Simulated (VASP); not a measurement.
# ZnS (R3m) in VASP: further runs, part 2 of 2

VASP 6.6.1.

## 3. Single point, r2SCAN

Input file POSCAR:

```
ZnS
1.0
    0.0000000000      2.6945131942      2.6945131942
    2.6945131942      0.0000000000      2.6945131942
    2.6945131942      2.6945131942      0.0000000000
Zn S
1 1
Direct
    0.0000000000      0.0000000000      0.0000000000
    0.6696491777      0.7767836074      0.7767836074
```

Input file INCAR.step1:

```
ALGO = Normal ; EDIFF = 1E-4
ENCUT = 520 ; GGA = PE
ISMEAR = 0 ; LASPH = T
LCHARG = F ; LREAL = F
LWAVE = T ; NBANDS = 16
NELM = 60 ; PREC = Accurate
SIGMA = 0.05
```

Input file INCAR.step2:

```
ALGO = Normal ; EDIFF = 1E-7
ENCUT = 520 ; ISIF = 2
ISMEAR = 0 ; ISTART = 1
LASPH = T ; LCHARG = F
LMIXTAU = T ; LREAL = F
LWAVE = F ; METAGGA = R2SCAN
NBANDS = 16 ; NELM = 60
PREC = Accurate ; SIGMA = 0.05
```

Input file KPOINTS:

```
k-points
0
Gamma
  8 8 8
```

Potentials or basis: VASP PAW PBE potentials, release 64 (Zn, S).

Run with:

```sh
$ cat potpaw_PBE.64/Zn/POTCAR potpaw_PBE.64/S/POTCAR > POTCAR
$ cp INCAR.step1 INCAR
$ mpirun -np 1 vasp_std > vasp.out
$ cp INCAR.step2 INCAR
$ mpirun -np 1 vasp_std > vasp.out
```

OUTCAR:

```text
EDIFF = 1E-7
   ENCUT = 520
   ISIF = 2
   ISMEAR = 0
   ISTART = 1
   LASPH = T
   LREAL = F
   METAGGA = R2SCAN
   NELM = 60
   PREC = Accurate

 ion  position               nearest neighbor table
   1  0.000  0.000  0.000-   2 2.08   2 2.43   2 2.43   2 2.43
   2  0.670  0.777  0.777-   1 2.08   1 2.43   1 2.43   1 2.43

  LATTYP: Found a face centered cubic cell.
 ALAT       =     5.3890263884

  Lattice vectors:

 A1 = (   0.0000000000,   2.6945131942,   2.6945131942)
[... 641 lines left out ...]

------------------------ aborting loop because EDIFF is reached ----------------------------------------

  FORCE on cell =-STRESS in cart. coord.  units (eV):
  Direction    XX          YY          ZZ          XY          YZ          ZX
  --------------------------------------------------------------------------------------
  -------------------------------------------------------------------------------------
  Total        0.7876929      0.7876929      0.7876929     -1.4741503      1.4741503     -1.4741503
  in kB       32.2549653     32.2549653     32.2549653    -60.3644740     60.3644740    -60.3644740
  external PRESSURE =      32.2549653 kB  Pullay stress =       0.0000000 kB

 VOLUME and BASIS-vectors are now :
 -----------------------------------------------------------------------------
  energy-cutoff  :      520.00
  volume of cell :       39.13
      direct lattice vectors                 reciprocal lattice vectors
     0.000000000  2.694513194  2.694513194    -0.185562276  0.185562276  0.185562276
     2.694513194  0.000000000  2.694513194     0.185562276 -0.185562276  0.185562276
     2.694513194  2.694513194  0.000000000     0.185562276  0.185562276 -0.185562276

 POSITION                                       TOTAL-FORCE (eV/Angst)
 -----------------------------------------------------------------------------------
      0.00000      0.00000      0.00000         1.546354     -1.546354     -1.546354
      4.18611      3.89743      3.89743        -1.546354      1.546354      1.546354
 -----------------------------------------------------------------------------------
    total drift:                                0.009112     -0.009057     -0.009057

  FREE ENERGIE OF THE ION-ELECTRON SYSTEM (eV)
  ---------------------------------------------------
  free  energy   TOTEN  =       -18.5888535378 eV

  energy  without entropy=      -18.5888535378  energy(sigma->0) =      -18.58885354
```

OSZICAR.step1:

```text
N       E                     dE             d eps       ncg     rms          rms(c)
DAV:   1     0.902591152304E+02    0.90259E+02   -0.89481E+03  2080   0.135E+03
DAV:   2    -0.113319360556E+01   -0.91392E+02   -0.85735E+02  2376   0.265E+02
DAV:   3    -0.698455653179E+01   -0.58514E+01   -0.58296E+01  2600   0.647E+01
DAV:   4    -0.704385315645E+01   -0.59297E-01   -0.59286E-01  2560   0.679E+00
DAV:   5    -0.704453621520E+01   -0.68306E-03   -0.68305E-03  2648   0.691E-01    0.764E+00
DAV:   6    -0.659011477138E+01    0.45442E+00   -0.82665E-01  3168   0.323E+01    0.585E+00
DAV:   7    -0.656656218054E+01    0.23553E-01   -0.29121E-01  2584   0.500E+00    0.295E+00
DAV:   8    -0.656544361465E+01    0.11186E-02   -0.65919E-03  2704   0.112E+00    0.819E-01
DAV:   9    -0.656560850429E+01   -0.16489E-03   -0.16203E-03  2512   0.323E-01    0.106E-01
DAV:  10    -0.656575383254E+01   -0.14533E-03   -0.15834E-04  2640   0.962E-02    0.311E-02
DAV:  11    -0.656577003832E+01   -0.16206E-04   -0.24147E-05  1696   0.418E-02
   1 F= -.65657700E+01 E0= -.65657700E+01  d E =-.404366E-11
```

Run time: 2 min. Hardware: 1 thread of Intel Xeon Platinum 8375C at 2.90GHz (Ice Lake), shared host; peak memory 0.19 GiB.

What came out:

```yaml
Free_energy: -18.5889 eV
Pressure: 3.2 GPa
Largest_force: 2.678 eV/Å
Band_gap_on_the_k_mesh: 2.62 eV, direct
```

Forces in eV/Å, atoms in the order of the input:
```
Zn   1.546 -1.546 -1.546
S   -1.546  1.546  1.546
```

Caveat: the cell differs from its parent crystal (all S atoms moved +0.250 Å, as atom 2 towards its neighbour atom 1 (Zn) at 2.334 Å); the PAW data sets were made with another functional, which shifts forces and pressure a little.

## 4. Single point, r2SCAN

Changes to POSCAR since step 3:

```diff
@@ -9,2 +9,2 @@
     0.0000000000      0.0000000000      0.0000000000
-    0.6696491777      0.7767836074      0.7767836074
+    0.6093860609      0.7968713130      0.7968713130
```

Input file INCAR.step1:

```
PREC     = Accurate       # precision mode
ENCUT    = 520            # plane-wave cutoff, eV
ISMEAR   = 0              # smearing method
SIGMA    = 0.05           # smearing width, eV
LREAL    = False          # projectors in reciprocal space
LASPH    = True           # aspherical terms in the spheres
NELM     = 80             # most SCF steps
NBANDS   = 16             # bands
GGA      = PE             # functional
ALGO     = Normal         # electronic algorithm
EDIFF    = 1E-4           # SCF threshold, eV
LWAVE    = True           # write WAVECAR
LCHARG   = False          # write CHGCAR
```

Input file INCAR.step2:

```
PREC     = Accurate       # precision mode
ENCUT    = 520            # plane-wave cutoff, eV
EDIFF    = 1E-7           # SCF threshold, eV
ISMEAR   = 0              # smearing method
SIGMA    = 0.05           # smearing width, eV
LREAL    = False          # projectors in reciprocal space
LASPH    = True           # aspherical terms in the spheres
NELM     = 80             # most SCF steps
ALGO     = Normal         # electronic algorithm
ISIF     = 2              # what is computed and relaxed
LWAVE    = False          # write WAVECAR
LCHARG   = True           # write CHGCAR
METAGGA  = R2SCAN         # meta-GGA
LMIXTAU  = True         
LELF     = True           # ELF
LVHAR    = True         
NBANDS   = 16             # bands
ISTART   = 1
```

Input file KPOINTS:

```
Automatic mesh
0
Gamma
  8 8 8
```

Run with:

```sh
$ cat potpaw_PBE.64/Zn/POTCAR potpaw_PBE.64/S/POTCAR > POTCAR
$ cp INCAR.step1 INCAR
$ mpirun -np 1 vasp_std > vasp.out
$ cp INCAR.step2 INCAR
$ mpirun -np 1 vasp_std > vasp.out
```

Wall time 2.1 min (1 thread of Intel Xeon Platinum 8375C at 2.90GHz (Ice Lake), shared host); peak memory 0.19 GiB.

The run converged. Its results:

- Free energy: -17.6991 eV
- Pressure: 12.5 GPa
- Largest force: 7.380 eV/Å
- Band gap on the k mesh: 2.57 eV, direct

Forces in eV/Å, atoms in the order of the input:
```
Zn   4.261 -4.261 -4.261
S   -4.261  4.261  4.261
```

Stress tensor (GPa, compression positive):
```
 12.47 -16.38 -16.38
-16.38  12.47  16.38
-16.38  16.38  12.47
```

Levels at points of the mesh, in eV from the valence-band top:
```csv
k point,band 5,band 6,band 7,band 8,band 9,band 10,band 11,band 12,band 13,band 14
"(0.00, 0.00, 0.00)",-6.64,-6.64,-0.88,0.00,0.00,2.57,6.58,6.58,7.73,12.01
"(0.50, 0.00, 0.00)",-6.73,-6.73,-6.01,-1.33,-1.33,4.38,7.73,7.73,9.42,12.20
"(0.00, 0.50, 0.00)",-6.56,-6.46,-5.15,-1.55,-0.36,3.34,5.92,8.28,9.04,12.14
"(0.50, 0.50, 0.00)",-6.57,-6.49,-4.80,-2.49,-2.19,2.97,4.52,11.19,12.43,13.61
```

Caveat: the cell differs from its parent crystal (all S atoms moved +0.438 Å, as atom 2 towards its neighbour atom 1 (Zn) at 2.334 Å); the PAW data sets were made with another functional, which shifts forces and pressure a little. A k mesh can miss the band edges.
